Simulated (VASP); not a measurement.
A run of VASP 6.6.1:

Contents of INCAR:

```
SYSTEM = CoO
  PREC = Accurate
  ENCUT = 1340
  EDIFF = 1E-6
  ISMEAR = -1
  SIGMA = 0.05
  LREAL = .FALSE.
  LASPH = .TRUE.
  NELM = 200
  ALGO = Normal
  ISIF = 2
  LWAVE = .FALSE.
  LCHARG = .FALSE.
  ISPIN = 2
  MAGMOM = 2 0
  LORBIT = 11
  LMAXMIX = 4
  GGA = PE
  NBANDS = 22
  GGA_COMPAT = .FALSE.
```

File KPOINTS:

```
regular mesh
0
G
  11 11 10
  0 0 0
```

The input POSCAR:

```
CoO
1.0
    2.8562992300      0.0000000000      0.0000000000
   -1.4281496100      2.4736276900      0.0000000000
    0.0000000000      0.0000000000      2.7876065300
Co O
1 1
Direct
    0.0000000000      0.0000000000      0.0000000000
    0.6666666667      0.3333333333      0.5000000000
```

Potentials or basis: VASP PAW PBE potentials, release 64 (Co_sv, O_h).

Launch:

```console
$ cat potpaw_PBE.64/Co_sv/POTCAR potpaw_PBE.64/O_h/POTCAR > POTCAR
$ mpirun -np 1 vasp_std > vasp.out
```

Hardware: 1 thread of AMD EPYC 9R45 (Zen 5), on a shared host.

How long does it take, and how much memory?

Run time: 4.1 min on 1 thread of AMD EPYC 9R45 (Zen 5), with other jobs on the host, peak memory 0.39 GiB. Counts: scf iterations 16, k points 96.
